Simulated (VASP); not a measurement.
Here is a VASP 6.6.1 calculation.

INCAR

```
SYSTEM = BaLaS
PREC = Accurate
ENCUT = 520
EDIFF = 1E-7
ISMEAR = 0
SIGMA = 0.1
LREAL = .FALSE.
LASPH = .TRUE.
NELM = 100
ALGO = Normal
ISIF = 2
LWAVE = .FALSE.
LCHARG = .FALSE.
GGA = PE
NBANDS = 20
```

Contents of KPOINTS:

```
Automatic mesh
0
G
  4 4 4
  0 0 0
```

The input POSCAR:

```
BaLaS
1.0
    4.1950451044      0.0000000000      0.0000000000
    0.0000000000      4.1950451044      0.0000000000
    0.0000000000      0.0000000000      9.2409761775
Ba La S
1 1 1
Direct
    0.5000000000      0.5000000000      0.0000000000
    0.5000000000      0.5000000000      0.5000000000
    0.0000000000      0.0000000000      0.0000000000
```

Potentials or basis: VASP PAW PBE potentials, release 64 (Ba_sv, La, S).

Run with:

```bash
$ cat potpaw_PBE.64/Ba_sv/POTCAR potpaw_PBE.64/La/POTCAR potpaw_PBE.64/S/POTCAR > POTCAR
$ mpirun -np 1 vasp_std > vasp.out
```

(1) Predict the pressure.

Answers

(1) 0.4 GPa.

Caveat: the k points lie up to 0.37 Å⁻¹ apart.
